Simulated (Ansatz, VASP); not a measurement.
**Two plane-wave programs on GaN**

Contents of POSCAR:

```
GaN
1.0
    0.0000000000      2.2535006075      2.1971630923
    2.2535006075      0.0000000000      2.1971630923
    2.2535006075      2.2535006075      0.0000000000
Ga N
1 1
Direct
    0.0000000000      0.0000000000      0.0000000000
    0.7500000000      0.7500000000      0.7500000000
```

INCAR.step1

```
SYSTEM = GaN
ALGO = Normal
EDIFF = 1E-4
ENCUT = 520
GGA = PE
ISMEAR = 0
LASPH = .True.
LCHARG = .False.
LREAL = .False.
LWAVE = .True.
NBANDS = 16
NELM = 60
PREC = Accurate
SIGMA = 0.05
```

Contents of INCAR.step2:

```
SYSTEM = GaN
ALGO = Normal
EDIFF = 1E-7
ENCUT = 520
ISIF = 2
ISMEAR = 0
ISTART = 1
LASPH = .True.
LCHARG = .True.
LELF = .True.
LMIXTAU = .True.
LREAL = .False.
LVHAR = .True.
LWAVE = .False.
METAGGA = R2SCAN
NBANDS = 16
NELM = 60
PREC = Accurate
SIGMA = 0.05
```

Contents of KPOINTS:

```
k-points
0
Gamma
  10 10 10
  0 0 0
```

Input for Ansatz:

```yaml
crystal:
  lattice:
    - [0.0, 2.2535006075, 2.1971630923]
    - [2.2535006075, 0.0, 2.1971630923]
    - [2.2535006075, 2.2535006075, 0.0]
  atoms:
    - { symbol: Ga, position: [0.0, 0.0, 0.0] }
    - { symbol: "N", position: [0.75, 0.75, 0.75] }
basis:
  ecutwfc: 500
kpoints:
  mp_grid: { grid: [10, 10, 10] }
hamiltonian:
  xc: r2scan
scf:
  occupations: { method: gaussian, width: 0.05 }
output:
  forces: true
  stress: true
  eigenvalues: true
```

Change from the starting cell: strain +0.000 along x and y, -0.025 along z, atoms carried along.

Alike in both runs: task single point; functional r2SCAN; k mesh 10 × 10 × 10; occupations gaussian, width 0.05 eV; no spin polarisation.

```csv
,VASP,Ansatz
version,VASP 6.6.1,Ansatz 0.2.0
potentials or method,"VASP PAW PBE potentials, release 64 (Ga_d, N), cutoff 520 eV","scalar-relativistic, plane waves, PAW"
valence electrons in the cell,18,18
```

VASP gave:

- gap on the k mesh at the Fermi level (eV): 2.21
- least direct gap on the mesh (eV): 2.21
- pressure (GPa): 5.1
- traceless stress, the component that is largest in VASP (GPa): 2.06

**Question.** Which values does Ansatz return?

**Answer.** gap on the k mesh at the Fermi level (eV): 2.22; least direct gap on the mesh (eV): 2.22; pressure (GPa): 3.9; traceless stress, the component that is largest in VASP (GPa): 2.06.

VASP's potentials were made for PBE, not for r2SCAN.
